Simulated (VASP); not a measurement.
# ZrS2 (r.Ae) in VASP: single point with PBE

Aim: the single point of ZrS2 (r.Ae) with PBE.

Everything below comes from runs of VASP 6.6.1. Logs are shortened: lines on timing, memory, paths and dates and some standing lists are left out, and cuts for length are marked.

## Step 1: The cell of the first run

The cell holds a sheet with vacuum, 3 atoms: a = 3.678 Å, b = 3.678 Å, c = 18.881 Å, α = 90.00°, β = 90.00°, γ = 120.00°.

## Step 2: Single point, PBE

INCAR

```
SYSTEM = ZrS2
  ALGO = Normal
  DIPOL = 0.5 0.5 0.500
  EDIFF = 1E-6
  ENCUT = 400
  GGA = PE
  GGA_COMPAT = .FALSE.
  IDIPOL = 3
  ISIF = 2
  ISMEAR = 0
  LASPH = .TRUE.
  LCHARG = .FALSE.
  LDIPOL = .TRUE.
  LREAL = .FALSE.
  LWAVE = .FALSE.
  NBANDS = 19
  NELM = 120
  NELMDL = -8
  PREC = Accurate
  SIGMA = 0.03
```

KPOINTS

```
k-points
0
G
  12 12 1
  0 0 0
```

POSCAR

```
ZrS2
1.0
    3.6780738602      0.0000000000      0.0000000000
   -1.8390369301      3.1853053999      0.0000000000
    0.0000000000      0.0000000000     18.8813307815
S Zr
2 1
Direct
    0.3333333333      0.6666666667      0.4236989486
    0.6666666667      0.3333333333      0.5763010514
    0.0000000000      0.0000000000      0.5000000000
```

Potentials or basis: VASP PAW PBE potentials, release 64 (S, Zr_sv).

Started as:

```bash
> cat potpaw_PBE.64/S/POTCAR potpaw_PBE.64/Zr_sv/POTCAR > POTCAR
> mpirun -np 1 vasp_std > vasp.out
```

OUTCAR:

```text
SYSTEM = ZrS2
   EDIFF = 1E-6
   ENCUT = 400
   GGA = PE
   ISIF = 2
   ISMEAR = 0
   LASPH = .TRUE.
   LREAL = .FALSE.
   NELM = 120
   NELMDL = -8
   PREC = Accurate

 ion  position               nearest neighbor table
   1  0.333  0.667  0.424-   3 2.57   3 2.57   3 2.57
   2  0.667  0.333  0.576-   3 2.57   3 2.57   3 2.57
   3  0.000  0.000  0.500-   1 2.57   2 2.57   1 2.57   2 2.57   2 2.57   1 2.57

  LATTYP: Found a hexagonal cell.
 ALAT       =     3.6780738602
 C/A-ratio  =     5.1334833120

  Lattice vectors:

 A1 = (   3.6780738602,   0.0000000000,   0.0000000000)
 A2 = (  -1.8390369301,   3.1853053999,   0.0000000000)
 A3 = (   0.0000000000,   0.0000000000,  18.8813307815)

Analysis of symmetry for initial positions (statically):
=====================================================================
 Subroutine PRICEL returns:
 Original cell was already a primitive cell.

 Routine SETGRP: Setting up the symmetry group for a
 hexagonal supercell.

 Subroutine GETGRP returns: Found 12 space group operations
 (whereof 12 operations were pure point group operations)
 out of a pool of 24 trial point group operations.

The static configuration has the point symmetry D_3d.

Analysis of symmetry for dynamics (positions and initial velocities):
=====================================================================
 Subroutine PRICEL returns:
 Original cell was already a primitive cell.

 Routine SETGRP: Setting up the symmetry group for a
 hexagonal supercell.

 Subroutine GETGRP returns: Found 12 space group operations
 (whereof 12 operations were pure point group operations)
 out of a pool of 24 trial point group operations.

The dynamic configuration has the point symmetry D_3d.

 Subroutine INISYM returns: Found 12 space group operations
 (whereof 12 operations are pure point group operations),
 and found     1 'primitive' translations

----------------------------------------------------------------------------------------

                                     Primitive cell

  volume of cell :     221.2097

  direct lattice vectors                    reciprocal lattice vectors
     3.678073860  0.000000000  0.000000000     0.271881435  0.156970820  0.000000000
    -1.839036930  3.185305400  0.000000000     0.000000000  0.313941640  0.000000000
     0.000000000  0.000000000 18.881330782     0.000000000  0.000000000  0.052962369

  length of vectors
     3.678073860  3.678073860 18.881330782     0.313941640  0.313941640  0.052962369

  position of ions in fractional coordinates (direct lattice)
     0.333333333  0.666666667  0.423698949
     0.666666667  0.333333333  0.576301051
     0.000000000  0.000000000  0.500000000

  ion indices of the primitive-cell ions
   primitive index   ion index
                 1           1
                 2           2
                 3           3

----------------------------------------------------------------------------------------

 KPOINTS: k-points

Automatic generation of k-mesh.
 Grid dimensions read from file:
 generate k-points for:   12   12    1

 Generating k-lattice:

  Cartesian coordinates                     Fractional coordinates (reciprocal lattice)
     0.022656786  0.013080902  0.000000000     0.083333333  0.000000000  0.000000000
     0.000000000  0.026161803  0.000000000     0.000000000  0.083333333  0.000000000
     0.000000000  0.000000000  0.052962369     0.000000000  0.000000000  1.000000000

  Length of vectors
     0.026161803  0.026161803  0.052962369

  Shift w.r.t. Gamma in fractional coordinates (k-lattice)
     0.000000000  0.000000000  0.000000000

 Subroutine IBZKPT returns following result:
 ===========================================

 Found     19 irreducible k-points:

 Following reciprocal coordinates:
            Coordinates               Weight
  0.000000  0.000000  0.000000      1.000000
  0.083333  0.000000  0.000000      6.000000
  0.166667  0.000000  0.000000      6.000000
  0.250000  0.000000  0.000000      6.000000
  0.333333  0.000000  0.000000      6.000000
  0.416667 -0.000000  0.000000      6.000000
[... 11 lines left out ...]
  0.333333  0.250000  0.000000     12.000000
  0.333333  0.333333  0.000000      2.000000
   k-points           NKPTS =     19   k-points in BZ     NKDIM =     19   number of bands    NBANDS=     19
   number of dos      NEDOS =    301   number of ions     NIONS =      3
   total plane-waves  NPLWV =  72576
   dimension x,y,z NGX =    24 NGY =   24 NGZ =  126
   dimension x,y,z NGXF=    48 NGYF=   48 NGZF=  252
   ions per type =               2   1
   NGX,Y,Z   is equivalent  to a cutoff of  10.85, 10.85, 11.09 a.u.
   NGXF,Y,Z  is equivalent  to a cutoff of  21.70, 21.70, 22.19 a.u.
 SYSTEM =  ZrS2
   PREC   = accura    normal or accurate (medium, high low for compatibility)
   ISTART =      0    job   : 0-new  1-cont  2-samecut
   ICHARG =      2    charge: 1-file 2-atom 10-const
   ISPIN  =      1    spin polarized calculation?
   LNONCOLLINEAR =      F non collinear calculations
   LSORBIT =      F    spin-orbit coupling
   LASPH  =      T    aspherical Exc in radial PAW
   ENCUT  =  400.0 eV  29.40 Ry    5.42 a.u.   6.00  6.00 30.79*2*pi/ulx,y,z
   NELM   =    120;   NELMIN=  2; NELMDL= -8     # of ELM steps
   EDIFF  = 0.1E-05   stopping-criterion for ELM
   LREAL  =      F    real-space projection
   EDIFFG = 0.1E-04   stopping-criterion for IOM
   NSW    =      0    number of steps for IOM
   IBRION =     -1    ionic relax: 0-MD 1-quasi-New 2-CG
   NFREE  =      0    steps in history (QN), initial steepest desc. (CG)
   ISIF   =      2    stress and relaxation
   ISYM   =      2    0-nonsym 1-usesym 2-fastsym
   POTIM  = 0.5000    time-step for ionic-motion
   TEBEG  =    0.0;   TEEND  =   0.0 temperature during run
   PSTRESS=    0.0 pullay stress
   NELECT =      24.0000    total number of electrons
   NUPDOWN=      -1.0000    fix difference up-down
   EMIN   =  10.00;   EMAX   =-10.00  energy-range for DOS
   EFERMI =   0.00;   METHOD = LEGACY
   ISMEAR =     0;   SIGMA  =   0.03  broadening in eV -4-tet -1-fermi 0-gaus
   EFERMI_NEDOS =   21; number of points for ismear=-14 and -15
   IALGO  =     38    algorithm
   IMIX   =      4    mixing-type and parameters
     AMIX     =   0.40;   BMIX     =  1.00
     AMIX_MAG =   1.60;   BMIX_MAG =  1.00
  volume/ion in A,a.u.               =      73.74       497.60
  Fermi-wavevector in a.u.,A,eV,Ry     =   0.780807  1.475512  8.294929  0.609660
  Thomas-Fermi vector in A             =   1.884195
   LORBIT       =      0    0 simple, 1 ext, 2 COOP (PROOUT), +10 PAW based schemes
   GGA     = PE    functional components
   LHFCALC =     F    Hartree Fock is set to
   AEXX    =    0.0000 exact exchange contribution
   IVDW    =     0    specifies the selected vdW correction
   LEPSILON=     F    determine dielectric tensor
   LRPA    =     F    only Hartree local field effects (RPA)
 non-spin polarized calculation
 Gauss-broadening in eV      SIGMA  =   0.03
  energy-cutoff  :      400.00
  volume of cell :      221.21
 maximum number of plane-waves:      4068
 NGX is ok and might be reduce to    24
   NGX = 11   NGY = 11   NGZ = 61

 dipolmoment           0.000000      0.000000      0.000000 electrons x Angstroem

 number of electron      24.0000003 magnetization

 dipolmoment           0.000000      0.000000     -0.000000 electrons x Angstroem

 Free energy of the ion-electron system (eV)
  ---------------------------------------------------
  ext. energy  EPLUGINS =         0.00000000
  ---------------------------------------------------
  free energy    TOTEN  =       -21.43181777 eV

  energy without entropy =      -21.43181777  energy(sigma->0) =      -21.43181777

 E-fermi :  -2.9483     XC(G=0):  -3.4549

 val. band max:       -3.0805923118   @ k =   0.0000   0.0000   0.0000
 cond. band min:      -1.8718583431   @ k =   0.5000   0.0000   0.0000
 fundamental gap:      1.2087339687
 Fermi energy:        -2.9482568803

 k-point     1 :       0.0000    0.0000    0.0000
  band No.  band energies     occupation
      1     -51.9383      2.00000
      2     -30.0006      2.00000
      3     -29.8474      2.00000
      4     -29.8474      2.00000
      5     -15.4483      2.00000
      6     -14.2856      2.00000
[... 11 lines left out ...]
     18       2.4726      0.00000
     19       3.0061      0.00000

 k-point     2 :       0.0833    0.0000    0.0000
  band No.  band energies     occupation
      1     -51.9371      2.00000
      2     -29.9968      2.00000
      3     -29.8650      2.00000
      4     -29.8512      2.00000
      5     -15.3780      2.00000
      6     -14.2973      2.00000
[... 11 lines left out ...]
     18       2.6729      0.00000
     19       3.1639      0.00000

 k-point     3 :       0.1667    0.0000    0.0000
  band No.  band energies     occupation
      1     -51.9338      2.00000
      2     -29.9867      2.00000
      3     -29.9124      2.00000
      4     -29.8614      2.00000
      5     -15.1828      2.00000
      6     -14.3278      2.00000
[... 11 lines left out ...]
     18       3.1457      0.00000
     19       3.5377      0.00000

 k-point     4 :       0.2500    0.0000    0.0000
  band No.  band energies     occupation
      1     -51.9292      2.00000
      2     -29.9803      2.00000
      3     -29.9688      2.00000
      4     -29.8753      2.00000
      5     -14.9136      2.00000
      6     -14.3575      2.00000
[... 297 lines left out ...]
     18       4.9774      0.00000
     19       5.1116      0.00000

 k-point    18 :       0.3333    0.2500    0.0000
  band No.  band energies     occupation
      1     -51.9184      2.00000
      2     -30.0545      2.00000
      3     -29.9801      2.00000
      4     -29.9391      2.00000
      5     -14.3864      2.00000
      6     -14.2401      2.00000
[... 11 lines left out ...]
     18       5.1340      0.00000
     19       5.4506      0.00000

 k-point    19 :       0.3333    0.3333    0.0000
  band No.  band energies     occupation
      1     -51.9178      2.00000
      2     -30.0224      2.00000
      3     -30.0224      2.00000
      4     -29.9375      2.00000
      5     -14.2945      2.00000
      6     -14.2945      2.00000
[... 11 lines left out ...]
     18       5.6069      0.00000
     19       5.9981      0.00000

------------------------ aborting loop because EDIFF is reached ----------------------------------------

 vacuum level on the upper side and lower side of the slab       (xc-potential included)        -0.123        -0.123

  FORCE on cell =-STRESS in cart. coord.  units (eV):
  Direction    XX          YY          ZZ          XY          YZ          ZX
  --------------------------------------------------------------------------------------
  -------------------------------------------------------------------------------------
  Total        0.3034450      0.3034450      0.3298296      0.0000000      0.0000000      0.0000000
  in kB        2.1977916      2.1977916      2.3888898      0.0000000      0.0000000      0.0000000
  external PRESSURE =       2.2614910 kB  Pullay stress =       0.0000000 kB

 VOLUME and BASIS-vectors are now :
 -----------------------------------------------------------------------------
  energy-cutoff  :      400.00
  volume of cell :      221.21
      direct lattice vectors                 reciprocal lattice vectors
     3.678073860  0.000000000  0.000000000     0.271881435  0.156970820  0.000000000
    -1.839036930  3.185305400  0.000000000     0.000000000  0.313941640  0.000000000
     0.000000000  0.000000000 18.881330782     0.000000000  0.000000000  0.052962369

 POSITION                                       TOTAL-FORCE (eV/Angst)
 -----------------------------------------------------------------------------------
     -0.00000      2.12354      8.00000         0.000000      0.000000     -0.129494
      1.83904      1.06177     10.88133        -0.000000     -0.000000      0.129494
      0.00000      0.00000      9.44067         0.000000     -0.000000      0.000000
 -----------------------------------------------------------------------------------
    total drift:                                0.000000     -0.000000     -0.000000

  FREE ENERGIE OF THE ION-ELECTRON SYSTEM (eV)
  ---------------------------------------------------
  free  energy   TOTEN  =       -21.4318177652 eV

  energy  without entropy=      -21.4318177652  energy(sigma->0) =      -21.43181777

 vacuum level on the upper side and lower side of the slab         3.289         3.289
```

It took 2.4 min on 1 thread of Intel Xeon 8259CL, shared host; peak memory 0.27 GiB.

Results:

| Item | Value |
| --- | --- |
| Free energy | -21.4318 eV |
| Largest force | 0.129 eV/Å |
| Band gap on the k mesh | 1.21 eV, indirect (least direct gap 1.70 eV) |

Forces in eV/Å, atoms in the order of the input:
```
S    0.000  0.000 -0.129
S    0.000  0.000  0.129
Zr   0.000  0.000  0.000
```

Levels at points of the mesh, in eV from the valence-band top:
```tsv
k point	band 8	band 9	band 10	band 11	band 12	band 13	band 14	band 15	band 16	band 17
(0.00, 0.00, 0.00)	-2.63	-2.63	-0.79	0.00	0.00	1.70	1.70	2.66	5.29	5.29
(0.50, 0.00, 0.00)	-2.69	-2.39	-2.19	-1.12	-0.93	1.21	3.39	3.67	5.64	6.42
```
